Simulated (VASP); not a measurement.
AlNi: relaxation of cell and atoms with PBE

AlNi:

```
Ni Al
1.0
     2.88100    0.00000    0.00000
     0.00000    2.88100    0.00000
     0.00000    0.00000    2.88100
Ni Al
1 1
Cartesian
  1.4405 1.4405 1.4405
  0.0000 0.0000 0.0000
```

```yaml
Program: VASP 6.6.1
Task: relaxation of cell and atoms
Functional: PBE
Potentials_or_basis: VASP PAW PBE potentials, release 64 (Ni, Al)
Cutoff: 600 eV
k_mesh: 9 × 9 × 9
Occupations: fermi-dirac, width 0.05 eV
Spin: collinear spin, ferromagnetic start
Starting_moments: "[1.0, 0.0] μB"
Dipole_correction: no
Further_INCAR_settings: ALGO = Normal; EDIFF = 1e-06; IBRION = 2; EDIFFG = -0.01; NSW = 60; ISIF = 3
```

| Property | Result |
| --- | --- |
| Relaxed volume | 12.10 Å³/atom |
| Relaxed cell | a = 2.892 Å, b = 2.892 Å, c = 2.892 Å, α = 90.00°, β = 90.00°, γ = 90.00° |
| Space group after relaxing (to 0.1 Å) | Pm-3m (No. 221) |
| Energy gained by relaxing | 0.8 meV/atom |
| Ionic steps | 3 |
| Pressure after relaxing | 0.1 GPa |
| Net moment | 0.00 μB per cell |
| Valence electrons inside the program's atomic spheres | Ni 9.44; Al 0.79 |

Step by step:
```tsv
step	energy change (eV)	largest force (eV/Å)	pressure (GPa)	volume (Å³)
1	0.0000	0.0000	1.95	23.91
2	-0.0006	0.0000	-1.47	24.42
3	-0.0016	0.0000	0.08	24.19
```

Final structure:
```xyz
2
Lattice="2.8922 0.0000 0.0000 0.0000 2.8922 0.0000 0.0000 0.0000 2.8922" Properties=species:S:1:pos:R:3 pbc="T T T"
Ni    1.4461    1.4461    1.4461
Al    0.0000    0.0000    0.0000
```

Levels at points of the mesh, in eV from the Fermi level:
Spin up:
```csv
k point,band 2,band 3,band 4,band 5,band 6,band 7,band 8,band 9,band 10,band 11
"(0.00, 0.00, 0.00)",-3.18,-3.18,-1.53,-1.53,-1.53,5.46,5.46,5.46,8.09,8.09
```
Spin down:
| k point | band 4 | band 5 | band 6 | band 7 | band 8 | band 9 |
| --- | --- | --- | --- | --- | --- | --- |
| (0.00, 0.00, 0.00) | -1.53 | -1.53 | -1.53 | 5.46 | 5.46 | 5.46 |

Run time: 60 s on 1 thread of Intel Xeon 8259CL, on a shared host, peak memory 0.16 GiB.

PBE usually gives volumes a little too large and moduli too small. Zero-point motion and thermal expansion aren't in these numbers.
